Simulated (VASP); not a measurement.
Here is a VASP 6.6.1 calculation.

The input INCAR:

```
SYSTEM = HfRu
PREC = Accurate
ENCUT = 520
EDIFF = 1E-6
ISMEAR = 0
SIGMA = 0.1
LREAL = .FALSE.
LASPH = .TRUE.
NELM = 100
ALGO = Fast
ISIF = 2
LWAVE = .FALSE.
LCHARG = .TRUE.
LELF = .TRUE.
LVHAR = .TRUE.
NBANDS = 19
```

File KPOINTS:

```
regular mesh
0
G
  6 6 6
  0 0 0
```

File POSCAR:

```
HfRu
1.0
    3.2250000000      0.0000000000      0.0000000000
    0.0000000000      3.2250000000      0.0000000000
    0.0000000000      0.0000000000      3.2250000000
Hf Ru
1 1
Direct
    0.0000000000      0.0000000000      0.0000000000
    0.5000000000      0.5000000000      0.5000000000
```

Potentials or basis: VASP PAW LDA potentials, release 64 (Hf_pv, Ru_pv).

Run with:

```sh
$ cat potpaw_LDA.64/Hf_pv/POTCAR potpaw_LDA.64/Ru_pv/POTCAR > POTCAR
$ mpirun -np 1 vasp_std > vasp.out
```

Estimate the pressure.

-8.1 GPa.

What does it give for the band gap on the k mesh?

Zero (band 12 reaches 9.21 eV, above the bottom of band 13 at 7.59 eV).

Caveat: spin-orbit coupling is left out, which moves the levels of the heavy elements.
